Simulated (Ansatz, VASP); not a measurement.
## Si3Bi2TeSe2 in VASP and in Ansatz

```
CELL_PARAMETERS angstrom
4.49805 0.00000 0.00000
0.00000 4.49805 0.00000
0.00000 0.00000 12.83108
ATOMIC_POSITIONS crystal
Si 0.50000 0.50000 0.74252
Si 0.00000 0.00000 0.50000
Si 0.50000 0.50000 0.25748
Bi 0.00000 0.50000 0.62135
Bi 0.50000 0.00000 0.37865
Te 0.00000 0.00000 0.00000
Se 0.00000 0.50000 0.17184
Se 0.50000 0.00000 0.82816
```

Change from the starting cell: species swapped into the In3CuAs2Se2 type (P-4m2, No. 115).

Alike in both runs: functional PBE; k mesh 3 × 3 × 1; occupations gaussian, width 0.15 eV; no spin polarisation.

Ansatz relaxed the structure, and its values are those at the end. VASP's run is a single point on that final structure, the one shown.

|  | VASP | Ansatz |
| --- | --- | --- |
| version | VASP 6.6.1 | Ansatz 0.2.0 |
| potentials or method | VASP PAW PBE potentials, release 64 (Si, Bi_d, Te, Se), cutoff 500 eV | scalar-relativistic, plane waves, PAW |
| valence electrons in the cell | 60 | 90 |

Ansatz gave:

```
gap on the k mesh at the Fermi level (eV) : none
pressure (GPa)                            : -0.2
rms of the force components (eV/Å)        : 0.009
```

What did VASP give for the same quantities?

gap on the k mesh at the Fermi level (eV): none; pressure (GPa): -0.2; rms of the force components (eV/Å): 0.011.

A gap of «none» marks a metal or a gap that the smearing closes. The functional is the same, so the differences come from potentials, cutoffs and numerics. VASP's potentials hold 60 valence electrons a cell and Ansatz's 90, so a difference there can come from the potentials and not from the codes.

The k mesh is coarse, so the values compare programs but aren't converged. Spin-orbit coupling is off throughout.
